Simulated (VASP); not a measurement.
A run of VASP 6.6.1 is set up as follows.

The input INCAR:

```
PREC     = Accurate       # precision mode
ENCUT    = 520            # plane-wave cutoff, eV
EDIFF    = 1E-6           # SCF threshold, eV
ISMEAR   = -1             # smearing method
SIGMA    = 0.03           # smearing width, eV
LREAL    = False          # projectors in reciprocal space
LASPH    = True           # aspherical terms in the spheres
NELM     = 80             # most SCF steps
ALGO     = Normal         # electronic algorithm
ISIF     = 2              # what is computed and relaxed
LWAVE    = False          # write WAVECAR
LCHARG   = False          # write CHGCAR
GGA      = PS             # functional
NBANDS   = 22             # bands
```

The input KPOINTS:

```
regular mesh
0
Gamma
  10 10 10
```

POSCAR

```
Bi
1.0
    2.2729996784      1.3123169762      3.8749200000
   -2.2729996784      1.3123169762      3.8749200000
    0.0000000000     -2.6246339523      3.8749200000
Bi
2
Direct
    0.2338900000      0.2338900000      0.2338900000
    0.7661100000      0.7661100000      0.7661100000
```

Potentials or basis: VASP PAW PBE potentials, release 64 (Bi_d).

The run is started by

```bash
$ cat potpaw_PBE.64/Bi_d/POTCAR > POTCAR
$ mpirun -np 1 vasp_std > vasp.out
```

**Question.** Predict the band gap on the k mesh.

**Answer.** Zero (bands 15 and 16 overlap by 0.14 eV).

**Question.** Estimate the pressure.

**Answer.** 0.1 GPa.

**Question.** Predict the largest force.

**Answer.** 0.238 eV/Å.

Stress tensor (GPa, compression positive):
```
-0.02  0.00  0.00
 0.00 -0.02  0.00
 0.00  0.00  0.48
```

Caveat: the cell differs from its parent crystal (zz strain of -2 %); the PAW data sets were made with another functional, which shifts forces and pressure a little; spin-orbit coupling is left out, which moves the levels of the heavy elements.
